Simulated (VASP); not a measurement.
Crystal: AlO2.

```xyz
6
Lattice="4.2572 0.0000 0.0000 0.0000 4.2572 0.0000 0.0000 0.0000 3.9501" Properties=species:S:1:pos:R:3 pbc="T T T"
Al    0.0000    0.0000    1.9751
Al    2.1286    2.1286    0.0000
O     2.5492    0.4205    0.9875
O     1.7081    3.8367    0.9875
O     0.4205    1.7081    2.9626
O     3.8367    2.5492    2.9626
```

- Program: VASP 6.6.1
- Task: relaxation of cell and atoms
- Functional: PBE
- Potentials or basis: VASP PAW PBE potentials, release 64 (Al, O)
- Cutoff: 600 eV
- k mesh: 4 × 4 × 4
- Occupations: gaussian, width 0.1 eV
- Spin: no spin polarisation

At the start: pressure 30.6 GPa; volume 11.93 Å³/atom.

**Question.** How do energy, volume and symmetry change on relaxing?

**Answer.** Over 13 steps the energy falls by 1834.0 meV/atom and the volume is 10.96 Å³/atom (-8.2 %); space group P-4n2 (No. 118, to 0.05 Å).

The path:
```
step  energy change (eV)  largest force (eV/Å)  pressure (GPa)  volume (Å³)
   1              0.0000               17.1279           30.60        71.59
   2             -7.1236                0.2485          -28.77        97.24
   3             -7.4788                0.3843          -28.34        95.01
   4             -7.7346                0.4702          -28.01        93.22
   5             -8.6816                1.4412          -25.17        82.03
   6            -10.8466                0.4128            4.44        62.81
   7            -10.8541                0.4785            2.00        63.60
   8            -10.9025                0.3280            1.47        63.96
   9            -10.9620                0.1279            0.47        64.76
  10            -10.9958                0.0718           -1.59        66.34
  11            -10.9969                0.0651           -2.00        66.61
  12            -10.9782                0.0136            5.06        64.12
  13            -11.0039                0.0334            0.28        65.75
```

Final structure:
```cif
data_structure
_symmetry_space_group_name_H-M 'P 1'
_symmetry_Int_Tables_number 1
_cell_length_a 4.2923
_cell_length_b 4.2923
_cell_length_c 3.5687
_cell_angle_alpha 90.000
_cell_angle_beta 90.000
_cell_angle_gamma 90.000
_cell_volume 65.75
loop_
_atom_site_label
_atom_site_type_symbol
_atom_site_fract_x
_atom_site_fract_y
_atom_site_fract_z
_atom_site_occupancy
Al1 Al 0.00000 0.00000 0.50000 1
Al2 Al 0.50000 0.50000 0.00000 1
O1 O 0.72178 0.22178 0.25000 1
O2 O 0.27822 0.77822 0.25000 1
O3 O 0.22178 0.27822 0.75000 1
O4 O 0.77822 0.72178 0.75000 1
```

Caveat: the k points lie up to 0.44 Å⁻¹ apart in the final cell; the standard files for N, O and F lose accuracy on very short bonds.
